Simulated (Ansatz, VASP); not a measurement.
**KMgF3: VASP beside Ansatz**

```
CELL_PARAMETERS angstrom
3.98855 0.10360 0.10360
0.10360 3.98855 0.10360
0.10360 0.10360 3.98855
ATOMIC_POSITIONS crystal
K 0.50000 0.50000 0.50000
Mg 0.00000 0.00000 0.00000
F 0.50000 0.00000 0.00000
F 0.00000 0.50000 0.00000
F 0.00000 0.00000 0.50000
```

Alike in both runs: task single point; functional PBE; k mesh 6 × 6 × 6; occupations gaussian, width 0.05 eV; no spin polarisation.

|  | VASP | Ansatz |
| --- | --- | --- |
| version | VASP 6.6.1 | Ansatz 0.2.0 |
| potentials or method | VASP PAW PBE potentials, release 64 (K_sv, Mg, F), cutoff 520 eV | scalar-relativistic, plane waves, PAW |
| valence electrons in the cell | 32 | 40 |

|  | VASP | Ansatz | Ansatz less VASP |
| --- | --- | --- | --- |
| gap on the k mesh at the Fermi level (eV) | 7.21 | 7.24 | +0.031 |
| least direct gap on the mesh (eV) | 7.44 | 7.47 | +0.029 |
| pressure (GPa) | 3.5 | 3.9 | +0.42 |
| traceless stress, the component that is largest in VASP (GPa) | -2.51 | -2.47 | +0.035 |

The functional is the same, so the differences come from potentials, cutoffs and numerics. VASP's potentials hold 32 valence electrons a cell and Ansatz's 40, so a difference there can come from the potentials and not from the codes.
